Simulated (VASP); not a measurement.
A run of VASP 6.6.1 is set up as follows.

The input INCAR:

```
SYSTEM = Sc3Cr
ALGO     = Fast           ! electronic algorithm
EDIFF    = 1E-7           ! SCF threshold, eV
ENCUT    = 520            ! plane-wave cutoff, eV
GGA      = PE             ! functional
ISIF     = 2              ! what is computed and relaxed
ISMEAR   = 0              ! smearing method
LASPH    = .True.         ! aspherical terms in the spheres
LCHARG   = .False.        ! write CHGCAR
LREAL    = .False.        ! projectors in reciprocal space
LWAVE    = .False.        ! write WAVECAR
NBANDS   = 30             ! bands
NELM     = 80             ! most SCF steps
PREC     = Accurate       ! precision mode
SIGMA    = 0.1            ! smearing width, eV
```

The input KPOINTS:

```
k-points
0
Gamma
  10 10 10
  0 0 0
```

The input POSCAR:

```
Sc3Cr
1.0
    0.0000000000      3.4972568349      3.4972568349
    3.4972568349      0.0000000000      3.4972568349
    3.4972568349      3.4972568349      0.0000000000
Sc Cr
3 1
Direct
    0.2500000000      0.2500000000      0.2500000000
    0.7500000000      0.7500000000      0.7500000000
    0.5000000000      0.5000000000      0.5000000000
    0.0000000000      0.0000000000      0.0000000000
```

Potentials or basis: VASP PAW PBE potentials, release 64 (Sc_sv, Cr_pv).

Run with:

```sh
$ cat potpaw_PBE.64/Sc_sv/POTCAR potpaw_PBE.64/Cr_pv/POTCAR > POTCAR
$ mpirun -np 1 vasp_std > vasp.out
```

(1) What does it give for the band gap on the k mesh?

(2) Estimate the pressure.

Results:

(1) zero (an odd number of electrons rules out a gap without spin polarisation).

(2) -4.6 GPa.

Caveat: the cell stands under tension; the run has no spin polarisation, though such a crystal can be magnetic.
